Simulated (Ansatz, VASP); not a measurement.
**One calculation of CsH, two programs**

```
Cs H
1.0
     2.99010    2.99010    0.00000
    -2.99010    2.99010    0.00000
     0.00000    0.00000    5.98019
Cs H
2 2
Direct
  0.00000 0.00000 0.00000
  0.50000 0.50000 0.50000
  0.50000 0.50000 0.00000
  0.00000 0.00000 0.50000
```

Alike in both runs: task single point; functional LDA; k mesh 6 × 6 × 6; occupations gaussian, width 0.02 eV; no spin polarisation.

```csv
,VASP,Ansatz
version,VASP 6.6.1,Ansatz 0.2.0
potentials or method,"VASP PAW LDA potentials, release 64 (Cs_sv, H), cutoff 520 eV","scalar-relativistic, plane waves, PAW"
valence electrons in the cell,20,20
```

|  | VASP | Ansatz | Ansatz less VASP |
| --- | --- | --- | --- |
| gap on the k mesh at the Fermi level (eV) | 1.61 | 1.64 | +0.033 |
| least direct gap on the mesh (eV) | 1.61 | 1.64 | +0.033 |
| pressure (GPa) | 0.9 | 0.8 | -0.08 |

LDA's correlation is that of Perdew and Zunger in VASP and of Perdew and Wang (1992) in Ansatz.

Spin-orbit coupling is off throughout.
